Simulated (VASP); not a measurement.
GaGe3, 4 atoms in the cell. It takes space group Pm-3m (No. 221, cubic). Conventional cell: a = 4.278 Å, b = 4.278 Å, c = 4.278 Å, α = 90.00°, β = 90.00°, γ = 90.00°. Within 4.0 Å of Ge (site symmetry 4/mmm) lie 8 Ge at 3.03 Å and 4 Ga at 3.03 Å. Within 4.0 Å of Ga (site symmetry m-3m) lie 12 Ge at 3.03 Å. 

```yaml
Program: VASP 6.6.1
Task: relaxation of cell and atoms
Functional: PBEsol
Potentials_or_basis: VASP PAW PBE potentials, release 64 (Ge_d, Ga_d)
Cutoff: 600 eV
k_mesh: 6 × 6 × 6
Occupations: fermi-dirac, width 0.05 eV
Spin: no spin polarisation
Target_pressure: 30 GPa
Dipole_correction: no
Further_INCAR_settings: ALGO = Normal; EDIFF = 1e-06; IBRION = 2; EDIFFG = -0.01; NSW = 60; ISIF = 3
```

Potentials or basis: VASP PAW PBE potentials, release 64 (Ge_d, Ga_d).

Launch:

```console
$ cat potpaw_PBE.64/Ge_d/POTCAR potpaw_PBE.64/Ga_d/POTCAR > POTCAR
$ mpirun -np 1 vasp_std > vasp.out
```

Hardware: 1 thread of AMD EPYC 9R14 (Zen 4) (shared host).

**Question.** How long does it take, and how much memory?

**Answer.** Run time: 4.2 min on 1 thread of AMD EPYC 9R14 (Zen 4) (shared host), peak memory 0.22 GiB. Counts: scf iterations 78, k points 20, ion steps 9.
